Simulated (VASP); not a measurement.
A run of VASP 6.6.1 is set up as follows.

Contents of INCAR:

```
SYSTEM = Y
PREC = Accurate
ENCUT = 520
EDIFF = 1E-6
ISMEAR = -1
SIGMA = 0.1
LREAL = .False.
LASPH = .True.
NELM = 60
ALGO = Normal
ISIF = 2
LWAVE = .False.
LCHARG = .False.
GGA = CA
NBANDS = 18
```

Contents of KPOINTS:

```
Automatic mesh
0
Gamma
  16 16 8
  0 0 0
```

The input POSCAR:

```
Y
1.0
    3.3232378568      0.0000000000      0.0000000000
   -1.6616189284      2.8780084068      0.0000000000
    0.0000000000      0.0000000000      5.2693728646
Y
2
Direct
    0.3333333333      0.6666666667      0.2500000000
    0.6666666667      0.3333333333      0.7500000000
```

Potentials or basis: VASP PAW LDA potentials, release 64 (Y_sv).

Run with:

```console
$ cat potpaw_LDA.64/Y_sv/POTCAR > POTCAR
$ mpirun -np 1 vasp_std > vasp.out
```

(1) What does it give for the pressure?

(2) Predict the band gap on the k mesh.

## Answers

(1) 9.8 GPa.

(2) zero (bands 11 and 12 overlap by 2.29 eV).

Caveat: the cell stands under pressure.
